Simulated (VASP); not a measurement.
# Ir (Fm-3m) in VASP: a series of runs, part 2 of 2

VASP 6.6.1. Earlier steps stand in the parts before.

### 3 Single point, PBE (equal strain along all axes, cell held: -1.0 %)

INCAR

```
SYSTEM = Ir
ALGO = Fast
EDIFF = 1E-6
ENCUT = 520
GGA = PE
ISIF = 2
ISMEAR = 0
LASPH = .True.
LCHARG = .False.
LREAL = .False.
LWAVE = .False.
NBANDS = 16
NELM = 60
PREC = Accurate
SIGMA = 0.1
```

KPOINTS

```
k-points
0
Gamma
  18 18 14
  0 0 0
```

POSCAR

```
Ir
1.0
    1.9159730469      1.9159730469      0.0000000000
   -1.9159730469      1.9159730469      0.0000000000
    0.0000000000      0.0000000000      3.8319460938
Ir
2
Direct
    0.0000000000      0.0000000000      0.0000000000
    0.5000000000      0.5000000000      0.5000000000
```

Potentials or basis: VASP PAW PBE potentials, release 64 (Ir).

The run is started by

```
cat potpaw_PBE.64/Ir/POTCAR > POTCAR
mpirun -np 1 vasp_std > vasp.out
```

OUTCAR:

```text
SYSTEM = Ir
   EDIFF = 1E-6
   ENCUT = 520
   GGA = PE
   ISIF = 2
   ISMEAR = 0
   LASPH = .True.
   LREAL = .False.
   NELM = 60
   PREC = Accurate

 ion  position               nearest neighbor table
   1  0.000  0.000  0.000-   2 2.71   2 2.71   2 2.71   2 2.71   2 2.71   2 2.71   2 2.71   2 2.71

   2  0.500  0.500  0.500-   1 2.71   1 2.71   1 2.71   1 2.71   1 2.71   1 2.71   1 2.71   1 2.71

  LATTYP: Found a simple tetragonal cell.
 ALAT       =     2.7095950681
 C/A-ratio  =     1.4142135624

  Lattice vectors:

 A1 = (   1.9159730469,   1.9159730469,   0.0000000000)
 A2 = (  -1.9159730469,   1.9159730469,   0.0000000000)
 A3 = (   0.0000000000,   0.0000000000,   3.8319460938)

Analysis of symmetry for initial positions (statically):
=====================================================================
 Subroutine PRICEL returns following result:

  LATTYP: Found a face centered cubic cell.
 ALAT       =     3.8319460938

  Lattice vectors:

 A1 = (   0.0000000000,  -1.9159730469,  -1.9159730469)
 A2 = (   1.9159730469,   0.0000000000,  -1.9159730469)
 A3 = (   1.9159730469,  -1.9159730469,   0.0000000000)

   2 primitive cells build up your supercell.

 Routine SETGRP: Setting up the symmetry group for a
 simple tetragonal supercell.

 Subroutine GETGRP returns: Found 16 space group operations
 (whereof 16 operations were pure point group operations)
 out of a pool of 16 trial point group operations.

The static configuration has the point symmetry D_4h.

Analysis of symmetry for dynamics (positions and initial velocities):
=====================================================================
 Subroutine PRICEL returns following result:

  LATTYP: Found a face centered cubic cell.
 ALAT       =     3.8319460938

  Lattice vectors:

 A1 = (   0.0000000000,  -1.9159730469,  -1.9159730469)
 A2 = (   1.9159730469,   0.0000000000,  -1.9159730469)
 A3 = (   1.9159730469,  -1.9159730469,   0.0000000000)

   2 primitive cells build up your supercell.

 Routine SETGRP: Setting up the symmetry group for a
 simple tetragonal supercell.

 Subroutine GETGRP returns: Found 16 space group operations
 (whereof 16 operations were pure point group operations)
 out of a pool of 16 trial point group operations.

The dynamic configuration has the point symmetry D_4h.

 Subroutine INISYM returns: Found 16 space group operations
 (whereof 16 operations are pure point group operations),
 and found     2 'primitive' translations

----------------------------------------------------------------------------------------

                                     Primitive cell

  volume of cell :      14.0669

  direct lattice vectors                    reciprocal lattice vectors
     0.000000000 -1.915973047 -1.915973047    -0.260964005 -0.260964005 -0.260964005
     1.915973047  0.000000000 -1.915973047     0.260964005  0.260964005 -0.260964005
     1.915973047 -1.915973047  0.000000000     0.260964005 -0.260964005  0.260964005

  length of vectors
     2.709595068  2.709595068  2.709595068     0.452002916  0.452002916  0.452002916

  position of ions in fractional coordinates (direct lattice)
     0.000000000  0.000000000  0.000000000

  ion indices of the primitive-cell ions
   primitive index   ion index
                 1           1

----------------------------------------------------------------------------------------

 KPOINTS: k-points

Automatic generation of k-mesh.
 Grid dimensions read from file:
 generate k-points for:   18   18   14

 Generating k-lattice:

  Cartesian coordinates                     Fractional coordinates (reciprocal lattice)
     0.014498000  0.014498000  0.000000000     0.055555556  0.000000000  0.000000000
    -0.014498000  0.014498000  0.000000000     0.000000000  0.055555556  0.000000000
     0.000000000  0.000000000  0.018640286     0.000000000  0.000000000  0.071428571

  Length of vectors
     0.020503269  0.020503269  0.018640286

  Shift w.r.t. Gamma in fractional coordinates (k-lattice)
     0.000000000  0.000000000  0.000000000

 Subroutine IBZKPT returns following result:
 ===========================================

 Found    440 irreducible k-points:

 Following reciprocal coordinates:
            Coordinates               Weight
  0.000000  0.000000  0.000000      1.000000
  0.055556  0.000000  0.000000      4.000000
  0.111111  0.000000  0.000000      4.000000
  0.166667  0.000000  0.000000      4.000000
  0.222222  0.000000  0.000000      4.000000
  0.277778  0.000000  0.000000      4.000000
[... 16 lines left out ...]
  0.277778  0.111111  0.000000      8.000000
  0.333333  0.111111  0.000000      8.000000
 [... further k-points ...]
   k-points           NKPTS =    440   k-points in BZ     NKDIM =    440   number of bands    NBANDS=     16
   number of dos      NEDOS =    301   number of ions     NIONS =      2
   total plane-waves  NPLWV =  11200
   dimension x,y,z NGX =    20 NGY =   20 NGZ =   28
   dimension x,y,z NGXF=    40 NGYF=   40 NGZF=   56
   ions per type =               2
   NGX,Y,Z   is equivalent  to a cutoff of  12.27, 12.27, 12.15 a.u.
   NGXF,Y,Z  is equivalent  to a cutoff of  24.54, 24.54, 24.30 a.u.
 SYSTEM =  Ir
   PREC   = accura    normal or accurate (medium, high low for compatibility)
   ISTART =      0    job   : 0-new  1-cont  2-samecut
   ICHARG =      2    charge: 1-file 2-atom 10-const
   ISPIN  =      1    spin polarized calculation?
   LNONCOLLINEAR =      F non collinear calculations
   LSORBIT =      F    spin-orbit coupling
   LASPH  =      T    aspherical Exc in radial PAW
   ENCUT  =  520.0 eV  38.22 Ry    6.18 a.u.   5.04  5.04  7.12*2*pi/ulx,y,z
   NELM   =     60;   NELMIN=  2; NELMDL= -5     # of ELM steps
   EDIFF  = 0.1E-05   stopping-criterion for ELM
   LREAL  =      F    real-space projection
   EDIFFG = 0.1E-04   stopping-criterion for IOM
   NSW    =      0    number of steps for IOM
   IBRION =     -1    ionic relax: 0-MD 1-quasi-New 2-CG
   NFREE  =      0    steps in history (QN), initial steepest desc. (CG)
   ISIF   =      2    stress and relaxation
   ISYM   =      2    0-nonsym 1-usesym 2-fastsym
   POTIM  = 0.5000    time-step for ionic-motion
   TEBEG  =    0.0;   TEEND  =   0.0 temperature during run
   PSTRESS=    0.0 pullay stress
   NELECT =      18.0000    total number of electrons
   NUPDOWN=      -1.0000    fix difference up-down
   EMIN   =  10.00;   EMAX   =-10.00  energy-range for DOS
   EFERMI =   0.00;   METHOD = LEGACY
   ISMEAR =     0;   SIGMA  =   0.10  broadening in eV -4-tet -1-fermi 0-gaus
   EFERMI_NEDOS =   21; number of points for ismear=-14 and -15
   IALGO  =     68    algorithm
   IMIX   =      4    mixing-type and parameters
     AMIX     =   0.40;   BMIX     =  1.00
     AMIX_MAG =   1.60;   BMIX_MAG =  1.00
  volume/ion in A,a.u.               =      14.07        94.93
  Fermi-wavevector in a.u.,A,eV,Ry     =   1.410662  2.665764 27.075145  1.989967
  Thomas-Fermi vector in A             =   2.532593
   LORBIT       =      0    0 simple, 1 ext, 2 COOP (PROOUT), +10 PAW based schemes
   GGA     = PE    functional components
   LHFCALC =     F    Hartree Fock is set to
   AEXX    =    0.0000 exact exchange contribution
   IVDW    =     0    specifies the selected vdW correction
   LEPSILON=     F    determine dielectric tensor
   LRPA    =     F    only Hartree local field effects (RPA)
 non-spin polarized calculation
 RMM-DIIS sequential band-by-band and
 Gauss-broadening in eV      SIGMA  =   0.10
  energy-cutoff  :      520.00
  volume of cell :       28.13
 maximum number of plane-waves:       784
   NGX = 11   NGY = 11   NGZ = 15

 number of electron      17.9999995 magnetization

 Free energy of the ion-electron system (eV)
  ---------------------------------------------------
  ext. energy  EPLUGINS =         0.00000000
  ---------------------------------------------------
  free energy    TOTEN  =       -17.67292314 eV

  energy without entropy =      -17.66413164  energy(sigma->0) =      -17.66852739

 E-fermi :  10.5092     XC(G=0): -14.0221

 val. band max:       10.5065481050   @ k =   0.4444   0.4444   0.0714
 cond. band min:      10.5118225279   @ k =   0.5000   0.3889   0.1429
 fundamental gap:      0.0052744229
 Fermi energy:        10.5092305286

 k-point     1 :       0.0000    0.0000    0.0000
  band No.  band energies     occupation
      1      -0.6757      2.00000
      2       2.5257      2.00000
      3       3.1004      2.00000
      4       6.5833      2.00000
      5       6.5870      2.00000
      6       6.5870      2.00000
[... 433 lines left out ...]
      3       5.0763      2.00000
      4       5.0993      2.00000
      5       6.0939      2.00000
      6       6.7906      2.00000
[... 8 lines left out ...]
     15      25.6183      0.00000
     16      26.3957      0.00000

 [... further k-points ...]
[... 5 lines left out ...]
  --------------------------------------------------------------------------------------
  -------------------------------------------------------------------------------------
  Total        2.0973023      2.0973023      2.1191050      0.0000000      0.0000000     -0.0000000
  in kB      119.4382499    119.4382499    120.6798852      0.0000000      0.0000000     -0.0000000
  external PRESSURE =     119.8521283 kB  Pullay stress =       0.0000000 kB

 VOLUME and BASIS-vectors are now :
 -----------------------------------------------------------------------------
  energy-cutoff  :      520.00
  volume of cell :       28.13
      direct lattice vectors                 reciprocal lattice vectors
     1.915973047  1.915973047  0.000000000     0.260964005  0.260964005  0.000000000
    -1.915973047  1.915973047  0.000000000    -0.260964005  0.260964005  0.000000000
     0.000000000  0.000000000  3.831946094     0.000000000  0.000000000  0.260964005

 POSITION                                       TOTAL-FORCE (eV/Angst)
 -----------------------------------------------------------------------------------
      0.00000      0.00000      0.00000        -0.000000      0.000000      0.000000
      0.00000      1.91597      1.91597         0.000000     -0.000000      0.000000
 -----------------------------------------------------------------------------------
    total drift:                               -0.000000      0.000000      0.000000

  FREE ENERGIE OF THE ION-ELECTRON SYSTEM (eV)
  ---------------------------------------------------
  free  energy   TOTEN  =       -17.6729231441 eV

  energy  without entropy=      -17.6641316449  energy(sigma->0) =      -17.66852739
```

It took 4.5 min on 1 thread of Intel Xeon 8259CL, shared host; peak memory 0.27 GiB.

What came out:

```
Free energy            : -17.6729 eV
Pressure               : 12.0 GPa
Band gap on the k mesh : zero (bands 9 and 10 overlap by 3.39 eV)
```

Levels at points of the mesh, in eV from the Fermi level:
| k point | band 5 | band 6 | band 7 | band 8 | band 9 | band 10 | band 11 | band 12 | band 13 | band 14 |
| --- | --- | --- | --- | --- | --- | --- | --- | --- | --- | --- |
| (0.00, 0.00, 0.00) | -3.92 | -3.92 | -1.21 | -1.21 | 0.87 | 1.49 | 1.49 | 1.70 | 10.59 | 11.73 |
| (0.50, 0.00, 0.00) | -4.61 | -4.61 | -2.46 | -2.46 | -1.38 | -1.38 | 2.89 | 2.89 | 11.70 | 11.70 |
| (0.50, 0.50, 0.00) | 0.87 | 0.87 | 1.49 | 1.49 | 1.49 | 1.49 | 1.69 | 1.69 | 10.59 | 10.59 |
| (0.00, 0.00, 0.50) | -3.07 | -3.07 | -1.90 | -1.90 | -1.90 | -1.90 | -0.25 | -0.25 | 17.95 | 17.96 |
| (0.50, 0.00, 0.50) | -4.03 | -4.03 | -0.78 | -0.78 | 0.90 | 0.90 | 0.90 | 0.90 | 7.32 | 7.32 |
| (0.50, 0.50, 0.50) | -4.92 | -4.92 | -1.82 | -1.82 | 1.49 | 1.49 | 8.27 | 8.27 | 9.10 | 9.10 |

Caveat: the cell differs from its parent crystal (equal strain along all axes, cell held: -1.0 %); the cell stands under pressure; spin-orbit coupling is left out, which moves the levels of the heavy elements.
